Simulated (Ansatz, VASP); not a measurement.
# One calculation of C, two programs

File INCAR:

```
SYSTEM = C
PREC = Accurate
ENCUT = 520
EDIFF = 1E-7
ISMEAR = 0
SIGMA = 0.001
LREAL = .FALSE.
LASPH = .TRUE.
NELM = 80
ALGO = Normal
ISIF = 2
LWAVE = .FALSE.
LCHARG = .FALSE.
GGA = PE
NBANDS = 11
```

KPOINTS

```
Automatic mesh
0
G
  8 8 8
  0 0 0
```

Contents of POSCAR:

```
C
1.0
    1.2280263465      0.7090013417      3.3470108394
   -1.2280263465      0.7090013417      3.3470108394
    0.0000000000     -1.4180026834      3.3470108394
C
2
Direct
    0.1640000000      0.1640000000      0.1640000000
    0.8360000000      0.8360000000      0.8360000000
```

Input for Ansatz:

```yaml
crystal:
  lattice:
    - [1.2280263465, 0.7090013417, 3.3470108394]
    - [-1.2280263465, 0.7090013417, 3.3470108394]
    - [0.0, -1.4180026834, 3.3470108394]
  atoms:
    - { symbol: C, position: [0.164, 0.164, 0.164] }
    - { symbol: C, position: [0.836, 0.836, 0.836] }
kpoints:
  mp_grid: { grid: [8, 8, 8] }
scf:
  occupations: { method: gaussian, width: 0.001 }
hamiltonian:
  xc: pbe
  pseudopotentials: { kind: all_electron, lapw: { basis_error: 0.0005 } }
output:
  forces: true
  stress: true
  eigenvalues: true
```

Alike in both runs: task single point; functional PBE; k mesh 8 × 8 × 8; occupations gaussian, width 0.001 eV; no spin polarisation.

|  | VASP | Ansatz |
| --- | --- | --- |
| version | VASP 6.6.1 | Ansatz 0.2.0 |
| potentials or method | VASP PAW PBE potentials, release 64 (C), cutoff 520 eV | all-electron LAPW, scalar-relativistic |

```tsv
	VASP	Ansatz	Ansatz less VASP
gap on the k mesh at the Fermi level (eV)	1.42	1.42	0.000
pressure (GPa)	4.8	4.3	-0.53
traceless stress, the component that is largest in VASP (GPa)	-1.85	-1.24	+0.606
rms of the force components (eV/Å)	0.503	0.506	+0.0026
```

Atom by atom the forces differ by 0.003 eV/Å (rms over components). Ansatz ran all-electron here, and VASP with PAW potentials.
